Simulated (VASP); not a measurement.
# SrCl2 (Fm-3m) in VASP: further runs

The runs below take SrCl2 through single point, with PBEsol.

Program: VASP 6.6.1. These are calculated values, not measurements. Logs are shortened: lines on timing, memory, paths and dates and some standing lists are left out, and cuts for length are marked.

## (1) The cell of the first run

It takes space group Fm-3m (No. 225, cubic). The conventional cell has a = 6.930 Å, b = 6.930 Å, c = 6.930 Å, α = 90.00°, β = 90.00°, γ = 90.00°. Within 4.0 Å of Sr (site symmetry m-3m) lie 8 Cl at 3.00 Å. Cl (site symmetry -43m) has 4 Sr at 3.00 Å and 6 Cl at 3.46 Å within 4.0 Å.

## (2) Single point, PBEsol

Contents of INCAR:

```
PREC     = Accurate       # precision mode
ENCUT    = 520            # plane-wave cutoff, eV
EDIFF    = 1E-6           # SCF threshold, eV
ISMEAR   = -1             # smearing method
SIGMA    = 0.05           # smearing width, eV
LREAL    = False          # projectors in reciprocal space
LASPH    = True           # aspherical terms in the spheres
NELM     = 100            # most SCF steps
ALGO     = Normal         # electronic algorithm
ISIF     = 2              # what is computed and relaxed
LWAVE    = False          # write WAVECAR
LCHARG   = False          # write CHGCAR
GGA      = PS             # functional
NBANDS   = 19             # bands
```

Contents of KPOINTS:

```
regular mesh
0
Gamma
  7 7 7
```

Contents of POSCAR:

```
SrCl2
1.0
    0.0000000000      3.4649375496      3.4649375496
    3.4649375496      0.0000000000      3.4649375496
    3.4649375496      3.4649375496      0.0000000000
Sr Cl
1 2
Direct
    0.0000000000      0.0000000000      0.0000000000
    0.7500000000      0.7500000000      0.7500000000
    0.2500000000      0.2500000000      0.2500000000
```

Potentials or basis: VASP PAW PBE potentials, release 64 (Sr_sv, Cl).

Started as:

```
> cat potpaw_PBE.64/Sr_sv/POTCAR potpaw_PBE.64/Cl/POTCAR > POTCAR
> mpirun -np 1 vasp_std > vasp.out
```

OUTCAR:

```text
PREC = Accurate
   ENCUT = 520
   EDIFF = 1E-6
   ISMEAR = -1
   LREAL = False
   LASPH = True
   NELM = 100
   ISIF = 2
   GGA = PS

 ion  position               nearest neighbor table
   1  0.000  0.000  0.000-   2 3.00   2 3.00   2 3.00   2 3.00   3 3.00   3 3.00   3 3.00   3 3.00

   2  0.750  0.750  0.750-   1 3.00   1 3.00   1 3.00   1 3.00
   3  0.250  0.250  0.250-   1 3.00   1 3.00   1 3.00   1 3.00

  LATTYP: Found a face centered cubic cell.
 ALAT       =     6.9298750992

  Lattice vectors:

 A1 = (   0.0000000000,   3.4649375496,   3.4649375496)
 A2 = (   3.4649375496,   0.0000000000,   3.4649375496)
 A3 = (   3.4649375496,   3.4649375496,   0.0000000000)

Analysis of symmetry for initial positions (statically):
=====================================================================
 Subroutine PRICEL returns:
 Original cell was already a primitive cell.

 Routine SETGRP: Setting up the symmetry group for a
 face centered cubic supercell.

 Subroutine GETGRP returns: Found 48 space group operations
 (whereof 48 operations were pure point group operations)
 out of a pool of 48 trial point group operations.

The static configuration has the point symmetry O_h .

Analysis of symmetry for dynamics (positions and initial velocities):
=====================================================================
 Subroutine PRICEL returns:
 Original cell was already a primitive cell.

 Routine SETGRP: Setting up the symmetry group for a
 face centered cubic supercell.

 Subroutine GETGRP returns: Found 48 space group operations
 (whereof 48 operations were pure point group operations)
 out of a pool of 48 trial point group operations.

The dynamic configuration has the point symmetry O_h .

 Subroutine INISYM returns: Found 48 space group operations
 (whereof 48 operations are pure point group operations),
 and found     1 'primitive' translations

----------------------------------------------------------------------------------------

                                     Primitive cell

  volume of cell :      83.1986

  direct lattice vectors                    reciprocal lattice vectors
     0.000000000  3.464937550  3.464937550    -0.144302745  0.144302745  0.144302745
     3.464937550  0.000000000  3.464937550     0.144302745 -0.144302745  0.144302745
     3.464937550  3.464937550  0.000000000     0.144302745  0.144302745 -0.144302745

  length of vectors
     4.900161675  4.900161675  4.900161675     0.249939686  0.249939686  0.249939686

  position of ions in fractional coordinates (direct lattice)
     0.000000000  0.000000000  0.000000000
     0.750000000  0.750000000  0.750000000
     0.250000000  0.250000000  0.250000000

  ion indices of the primitive-cell ions
   primitive index   ion index
                 1           1
                 2           2
                 3           3

----------------------------------------------------------------------------------------

 KPOINTS: regular mesh

Automatic generation of k-mesh.
 Grid dimensions read from file:
 generate k-points for:    7    7    7

 Generating k-lattice:

  Cartesian coordinates                     Fractional coordinates (reciprocal lattice)
    -0.020614678  0.020614678  0.020614678     0.142857143  0.000000000  0.000000000
     0.020614678 -0.020614678  0.020614678     0.000000000  0.142857143  0.000000000
     0.020614678  0.020614678 -0.020614678     0.000000000  0.000000000  0.142857143

  Length of vectors
     0.035705669  0.035705669  0.035705669

  Shift w.r.t. Gamma in fractional coordinates (k-lattice)
     0.000000000  0.000000000  0.000000000

 Subroutine IBZKPT returns following result:
 ===========================================

 Found     20 irreducible k-points:

 Following reciprocal coordinates:
            Coordinates               Weight
  0.000000  0.000000  0.000000      1.000000
  0.142857  0.000000  0.000000      8.000000
  0.285714  0.000000  0.000000      8.000000
  0.428571  0.000000  0.000000      8.000000
  0.142857  0.142857  0.000000      6.000000
  0.285714  0.142857  0.000000     24.000000
[... 12 lines left out ...]
 -0.428571  0.428571  0.142857     24.000000
 -0.285714  0.428571  0.142857     24.000000
   k-points           NKPTS =     20   k-points in BZ     NKDIM =     20   number of bands    NBANDS=     19
   number of dos      NEDOS =    301   number of ions     NIONS =      3
   total plane-waves  NPLWV =  46656
   dimension x,y,z NGX =    36 NGY =   36 NGZ =   36
   dimension x,y,z NGXF=    72 NGYF=   72 NGZF=   72
   ions per type =               1   2
   NGX,Y,Z   is equivalent  to a cutoff of  12.21, 12.21, 12.21 a.u.
   NGXF,Y,Z  is equivalent  to a cutoff of  24.43, 24.43, 24.43 a.u.
 SYSTEM =  unknown system
   PREC   = accura    normal or accurate (medium, high low for compatibility)
   ISTART =      0    job   : 0-new  1-cont  2-samecut
   ICHARG =      2    charge: 1-file 2-atom 10-const
   ISPIN  =      1    spin polarized calculation?
   LNONCOLLINEAR =      F non collinear calculations
   LSORBIT =      F    spin-orbit coupling
   LASPH  =      T    aspherical Exc in radial PAW
   ENCUT  =  520.0 eV  38.22 Ry    6.18 a.u.   9.11  9.11  9.11*2*pi/ulx,y,z
   NELM   =    100;   NELMIN=  2; NELMDL= -5     # of ELM steps
   EDIFF  = 0.1E-05   stopping-criterion for ELM
   LREAL  =      F    real-space projection
   EDIFFG = 0.1E-04   stopping-criterion for IOM
   NSW    =      0    number of steps for IOM
   IBRION =     -1    ionic relax: 0-MD 1-quasi-New 2-CG
   NFREE  =      0    steps in history (QN), initial steepest desc. (CG)
   ISIF   =      2    stress and relaxation
   ISYM   =      2    0-nonsym 1-usesym 2-fastsym
   POTIM  = 0.5000    time-step for ionic-motion
   TEBEG  =    0.0;   TEEND  =   0.0 temperature during run
   PSTRESS=    0.0 pullay stress
   NELECT =      24.0000    total number of electrons
   NUPDOWN=      -1.0000    fix difference up-down
   EMIN   =  10.00;   EMAX   =-10.00  energy-range for DOS
   EFERMI =   0.00;   METHOD = LEGACY
   ISMEAR =    -1;   SIGMA  =   0.05  broadening in eV -4-tet -1-fermi 0-gaus
   EFERMI_NEDOS =   21; number of points for ismear=-14 and -15
   IALGO  =     38    algorithm
   IMIX   =      4    mixing-type and parameters
     AMIX     =   0.40;   BMIX     =  1.00
     AMIX_MAG =   1.60;   BMIX_MAG =  1.00
  volume/ion in A,a.u.               =      27.73       187.15
  Fermi-wavevector in a.u.,A,eV,Ry     =   1.081699  2.044115 15.919811  1.170073
  Thomas-Fermi vector in A             =   2.217722
   LORBIT       =      0    0 simple, 1 ext, 2 COOP (PROOUT), +10 PAW based schemes
   GGA     = PS    functional components
   LHFCALC =     F    Hartree Fock is set to
   AEXX    =    0.0000 exact exchange contribution
   IVDW    =     0    specifies the selected vdW correction
   LEPSILON=     F    determine dielectric tensor
   LRPA    =     F    only Hartree local field effects (RPA)
 non-spin polarized calculation
  energy-cutoff  :      520.00
  volume of cell :       83.20
 maximum number of plane-waves:      2251
   NGX = 19   NGY = 19   NGZ = 19

 number of electron      24.0000003 magnetization

 Free energy of the ion-electron system (eV)
  ---------------------------------------------------
  ext. energy  EPLUGINS =         0.00000000
  ---------------------------------------------------
  free energy    TOTEN  =       -13.34254334 eV

  energy without entropy =      -13.34254334  energy(sigma->0) =      -13.34254334

 E-fermi :   1.2280     XC(G=0):  -8.5812

 val. band max:        0.1806227924   @ k =  -0.4286   0.4286   0.0000
 cond. band min:       5.4246925564   @ k =   0.0000   0.0000   0.0000
 fundamental gap:      5.2440697639
 Fermi energy:         1.2279577763

 k-point     1 :       0.0000    0.0000    0.0000
  band No.  band energies     occupation
      1     -32.5185      2.00000
      2     -14.5443      2.00000
      3     -14.5443      2.00000
      4     -14.5443      2.00000
      5     -13.1437      2.00000
      6     -12.2332      2.00000
[... 11 lines left out ...]
     18       9.1269      0.00000
     19       9.6141      0.00000

 k-point     2 :       0.1429    0.0000    0.0000
  band No.  band energies     occupation
      1     -32.5177      2.00000
      2     -14.6284      2.00000
      3     -14.5474      2.00000
      4     -14.5474      2.00000
      5     -13.0091      2.00000
      6     -12.2800      2.00000
[... 11 lines left out ...]
     18       8.9690      0.00000
     19       9.9524      0.00000

 k-point     3 :       0.2857    0.0000    0.0000
  band No.  band energies     occupation
      1     -32.5162      2.00000
      2     -14.7759      2.00000
      3     -14.5541      2.00000
      4     -14.5541      2.00000
      5     -12.7829      2.00000
      6     -12.3424      2.00000
[... 11 lines left out ...]
     18       8.8192      0.00000
     19       9.6333      0.00000

 k-point     4 :       0.4286    0.0000    0.0000
  band No.  band energies     occupation
      1     -32.5149      2.00000
      2     -14.8689      2.00000
      3     -14.5595      2.00000
      4     -14.5595      2.00000
      5     -12.7186      2.00000
      6     -12.2927      2.00000
[... 11 lines left out ...]
     18       8.8529      0.00000
     19       8.8529      0.00000

 k-point     5 :       0.1429    0.1429    0.0000
  band No.  band energies     occupation
      1     -32.5175      2.00000
      2     -14.6489      2.00000
      3     -14.5516      2.00000
      4     -14.5516      2.00000
      5     -12.9615      2.00000
      6     -12.2986      2.00000
[... 11 lines left out ...]
     18       8.8727      0.00000
     19       9.3409      0.00000

 k-point     6 :       0.2857    0.1429    0.0000
  band No.  band energies     occupation
      1     -32.5162      2.00000
      2     -14.7585      2.00000
      3     -14.5685      2.00000
      4     -14.5591      2.00000
      5     -12.7521      2.00000
      6     -12.3700      2.00000
[... 11 lines left out ...]
     18       8.9225      0.00000
     19       9.5265      0.00000

 k-point     7 :       0.4286    0.1429    0.0000
  band No.  band energies     occupation
      1     -32.5148      2.00000
      2     -14.8418      2.00000
      3     -14.6011      2.00000
      4     -14.5642      2.00000
      5     -12.6381      2.00000
      6     -12.3506      2.00000
[... 11 lines left out ...]
     18       8.8413      0.00000
     19       9.4756      0.00000

 k-point     8 :      -0.4286    0.1429    0.0000
  band No.  band energies     occupation
      1     -32.5144      2.00000
      2     -14.8570      2.00000
      3     -14.6220      2.00000
      4     -14.5632      2.00000
      5     -12.6375      2.00000
      6     -12.3106      2.00000
[... 168 lines left out ...]
 k-point    16 :      -0.4286    0.4286    0.0000
  band No.  band energies     occupation
      1     -32.5134      2.00000
      2     -14.9218      2.00000
      3     -14.6252      2.00000
      4     -14.5801      2.00000
      5     -12.5305      2.00000
      6     -12.3082      2.00000
[... 11 lines left out ...]
     18       9.4410      0.00000
     19       9.8905      0.00000

 k-point    17 :       0.4286    0.2857    0.1429
  band No.  band energies     occupation
      1     -32.5150      2.00000
      2     -14.8165      2.00000
      3     -14.6185      2.00000
      4     -14.5640      2.00000
      5     -12.5716      2.00000
      6     -12.4256      2.00000
[... 11 lines left out ...]
     18       8.6112      0.00000
     19       9.8341      0.00000

 k-point    18 :      -0.4286    0.2857    0.1429
  band No.  band energies     occupation
      1     -32.5141      2.00000
      2     -14.8267      2.00000
      3     -14.6883      2.00000
      4     -14.5704      2.00000
      5     -12.5198      2.00000
      6     -12.3759      2.00000
[... 11 lines left out ...]
     18       9.1241      0.00000
     19       9.8646      0.00000

 k-point    19 :      -0.4286    0.4286    0.1429
  band No.  band energies     occupation
      1     -32.5136      2.00000
      2     -14.8825      2.00000
      3     -14.6560      2.00000
      4     -14.5803      2.00000
      5     -12.4902      2.00000
      6     -12.3613      2.00000
[... 11 lines left out ...]
     18       9.3852      0.00000
     19      10.0994      0.00000

 k-point    20 :      -0.2857    0.4286    0.1429
  band No.  band energies     occupation
      1     -32.5135      2.00000
      2     -14.8100      2.00000
      3     -14.7471      2.00000
      4     -14.5792      2.00000
      5     -12.4493      2.00000
      6     -12.3828      2.00000
[... 11 lines left out ...]
     18       9.5519      0.00000
     19      10.6156      0.00000

------------------------ aborting loop because EDIFF is reached ----------------------------------------

  FORCE on cell =-STRESS in cart. coord.  units (eV):
  Direction    XX          YY          ZZ          XY          YZ          ZX
  --------------------------------------------------------------------------------------
  -------------------------------------------------------------------------------------
  Total       -0.1169691     -0.1169691     -0.1169691      0.0000000      0.0000000      0.0000000
  in kB       -2.2525045     -2.2525045     -2.2525045      0.0000000      0.0000000      0.0000000
  external PRESSURE =      -2.2525045 kB  Pullay stress =       0.0000000 kB

 VOLUME and BASIS-vectors are now :
 -----------------------------------------------------------------------------
  energy-cutoff  :      520.00
  volume of cell :       83.20
      direct lattice vectors                 reciprocal lattice vectors
     0.000000000  3.464937550  3.464937550    -0.144302745  0.144302745  0.144302745
     3.464937550  0.000000000  3.464937550     0.144302745 -0.144302745  0.144302745
     3.464937550  3.464937550  0.000000000     0.144302745  0.144302745 -0.144302745

 POSITION                                       TOTAL-FORCE (eV/Angst)
 -----------------------------------------------------------------------------------
      0.00000      0.00000      0.00000        -0.000000      0.000000      0.000000
      5.19741      5.19741      5.19741        -0.000000     -0.000000      0.000000
      1.73247      1.73247      1.73247         0.000000      0.000000     -0.000000
 -----------------------------------------------------------------------------------
    total drift:                                0.000000      0.000000      0.000000

  FREE ENERGIE OF THE ION-ELECTRON SYSTEM (eV)
  ---------------------------------------------------
  free  energy   TOTEN  =       -13.3425433442 eV

  energy  without entropy=      -13.3425433441  energy(sigma->0) =      -13.34254334
```

Wall time 17 s (1 thread of Intel Xeon Platinum 8488C (Sapphire Rapids), shared host); peak memory 0.21 GiB.

Results:

* Free energy: -13.3425 eV
* Pressure: -0.2 GPa
* Band gap on the k mesh: 5.24 eV (least direct gap 5.56 eV)

Caveat: the PAW data sets were made with another functional, which shifts forces and pressure a little; an odd mesh through Γ misses points on the zone boundary, where band edges can lie.

## (3) Single point, PBEsol

This run uses another cell than the first one, of 28.30 Å³/atom.

Contents of INCAR:

```
PREC = Accurate
ENCUT = 520
EDIFF = 1E-6
ISMEAR = -1
SIGMA = 0.05
LREAL = False
LASPH = True
NELM = 60
ALGO = Normal
ISIF = 2
LWAVE = False
LCHARG = False
GGA = PS
NBANDS = 19
```

KPOINTS is that of step 2.

Contents of POSCAR:

```
SrCl2
1.0
    0.0000000000      3.4883500000      3.4883500000
    3.4883500000      0.0000000000      3.4883500000
    3.4883500000      3.4883500000      0.0000000000
Sr Cl
1 2
Direct
    0.0000000000      0.0000000000      0.0000000000
    0.7500000000      0.7500000000      0.7500000000
    0.2500000000      0.2500000000      0.2500000000
```

Potentials or basis: VASP PAW PBE potentials, release 64 (Sr_sv, Cl).

Started as:

```
> cat potpaw_PBE.64/Sr_sv/POTCAR potpaw_PBE.64/Cl/POTCAR > POTCAR
> mpirun -np 1 vasp_std > vasp.out
```

It took 25 s on 1 thread of Intel Xeon Platinum 8488C (Sapphire Rapids), shared host; peak memory 0.24 GiB.

Results (log left out):

```
Free energy            : -13.3369 eV
Pressure               : -0.9 GPa
Band gap on the k mesh : 5.17 eV (least direct gap 5.48 eV)
```

Levels at points of the mesh, in eV from the valence-band top:
```tsv
k point	band 8	band 9	band 10	band 11	band 12	band 13	band 14	band 15	band 16	band 17
(0.00, 0.00, 0.00)	-2.13	-2.13	-0.31	-0.31	-0.31	5.17	6.01	6.01	8.91	8.91
```

Caveat: the PAW data sets were made with another functional, which shifts forces and pressure a little; an odd mesh through Γ misses points on the zone boundary, where band edges can lie. A hybrid or GW would open this gap; PBEsol tends to underestimate it.
